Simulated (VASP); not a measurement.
A run of VASP 6.6.1 is set up as follows.

The input POSCAR:

```
Au
1.0
    0.0000000000     -3.3145380000      0.0000000000
   -3.3145380000      0.0000000000      0.0000000000
    0.0000000000      0.0000000000     -3.3145380000
Au
2
Direct
    0.5000000000      0.5000000000      0.5000000000
    0.0000000000      0.0000000000      0.0000000000
```

Contents of INCAR.step1:

```
ALGO     = Normal         # electronic algorithm
EDIFF    = 1E-4           # SCF threshold, eV
ENCUT    = 520            # plane-wave cutoff, eV
GGA      = PE             # functional
ISMEAR   = 0              # smearing method
LASPH    = T              # aspherical terms in the spheres
LCHARG   = F              # write CHGCAR
LREAL    = F              # projectors in reciprocal space
LWAVE    = T              # write WAVECAR
NBANDS   = 18             # bands
NELM     = 80             # most SCF steps
PREC     = Accurate       # precision mode
SIGMA    = 0.15           # smearing width, eV
```

INCAR.step2

```
ALGO     = Normal         # electronic algorithm
EDIFF    = 1E-6           # SCF threshold, eV
ENCUT    = 520            # plane-wave cutoff, eV
ISIF     = 2              # what is computed and relaxed
ISMEAR   = 0              # smearing method
ISTART   = 1            
LASPH    = T              # aspherical terms in the spheres
LCHARG   = F              # write CHGCAR
LMIXTAU  = T            
LREAL    = F              # projectors in reciprocal space
LWAVE    = F              # write WAVECAR
METAGGA  = R2SCAN         # meta-GGA
NBANDS   = 18             # bands
NELM     = 80             # most SCF steps
PREC     = Accurate       # precision mode
SIGMA    = 0.15           # smearing width, eV
```

Contents of KPOINTS:

```
k-points
0
Gamma
  14 14 14
```

Potentials or basis: VASP PAW PBE potentials, release 64 (Au).

Command:

```sh
$ cat potpaw_PBE.64/Au/POTCAR > POTCAR
$ cp INCAR.step1 INCAR
$ mpirun -np 1 vasp_std > vasp.out
$ cp INCAR.step2 INCAR
$ mpirun -np 1 vasp_std > vasp.out
```

(1) Predict the band gap on the k mesh.

(2) Predict the pressure.

Answers

(1) zero (band 11 reaches 11.25 eV, above the bottom of band 12 at 6.25 eV).

(2) -4.4 GPa.

Caveat: the PAW data sets were made with another functional, which shifts forces and pressure a little; spin-orbit coupling is left out, which moves the levels of the heavy elements.
